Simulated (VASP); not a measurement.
**MgS: single point with PBE**

MgS:

```
Mg S
1.0
     0.00000    2.60165    2.60165
     2.60165    0.00000    2.60165
     2.60165    2.60165    0.00000
Mg S
1 1
Direct
  0.00000 0.00000 0.02378
  0.50000 0.50000 0.50000
```

This cell differs from its parent crystal: all Mg atoms moved +0.087 Å, as atom 1 along Cartesian [1 1 0].

```yaml
Program: VASP 6.6.1
Task: single point
Functional: PBE
Potentials_or_basis: VASP PAW PBE potentials, release 64 (Mg, S)
Cutoff: 520 eV
k_mesh: 8 × 8 × 8
Occupations: gaussian, width 0.05 eV
Spin: no spin polarisation
```

```
Pressure               : 1.1 GPa
Largest force          : 0.247 eV/Å
Band gap on the k mesh : 2.78 eV, indirect (least direct gap 3.71 eV)
```

Forces in eV/Å, atoms in the order of the input:
```
Mg  -0.175 -0.175  0.000
S    0.175  0.175  0.000
```

Stress tensor (GPa, compression positive):
```
 1.27 -0.06  0.00
-0.06  1.27  0.00
 0.00  0.00  0.80
```

Levels at points of the mesh, in eV from the valence-band top:
```
           k point  band 2  band 3  band 4  band 5  band 6  band 7
(0.00, 0.00, 0.00)   -0.01    0.00    0.00    3.71    7.95    7.95
(0.50, 0.00, 0.00)   -4.83   -0.59   -0.59    4.54    6.92    6.92
(0.00, 0.00, 0.50)   -4.82   -0.60   -0.59    4.55    6.91    6.92
(0.50, 0.50, 0.00)   -4.19   -1.69   -1.68    2.78    4.39   12.01
(0.00, 0.50, 0.50)   -4.19   -1.68   -1.68    2.78    4.39   12.00
```

It took 48 s on 1 thread of Intel Xeon 8259CL, on a shared host, peak memory 0.18 GiB.

Caveat: the cell differs from its parent crystal (all Mg atoms moved +0.087 Å, as atom 1 along Cartesian [1 1 0]). A k mesh can miss the band edges.
